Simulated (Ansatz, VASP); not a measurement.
**Te2Mo in VASP and in Ansatz**

```
Te Mo
1.0
     3.50388    0.00000    0.00000
    -1.75194    3.03445    0.00000
     0.00000    0.00000   24.76772
Te Mo
4 2
Direct
  0.33333 0.66667 0.18169
  0.33333 0.66667 0.32841
  0.66667 0.33333 0.48304
  0.66667 0.33333 0.62976
  0.66667 0.33333 0.25505
  0.00000 0.00000 0.55640
```

Alike in both runs: task single point; functional PBE; dispersion D3(BJ); k mesh 9 × 9 × 1; occupations gaussian, width 0.05 eV; no spin polarisation.

|  | VASP | Ansatz |
| --- | --- | --- |
| version | VASP 6.6.1 | Ansatz 0.2.0 |
| potentials or method | VASP PAW PBE potentials, release 64 (Te, Mo_sv), cutoff 520 eV | scalar-relativistic, plane waves, PAW |
| valence electrons in the cell | 52 | 92 |

|  | VASP | Ansatz | Ansatz less VASP |
| --- | --- | --- | --- |
| gap on the k mesh at the Fermi level (eV) | 1.14 | 1.14 | -0.004 |
| least direct gap on the mesh (eV) | 1.16 | 1.16 | 0.000 |
| rms of the force components (eV/Å) | 0.044 | 0.040 | -0.0042 |

VASP's potentials hold 52 valence electrons a cell and Ansatz's 92, so a difference there can come from the potentials and not from the codes.

Spin-orbit coupling is off throughout.
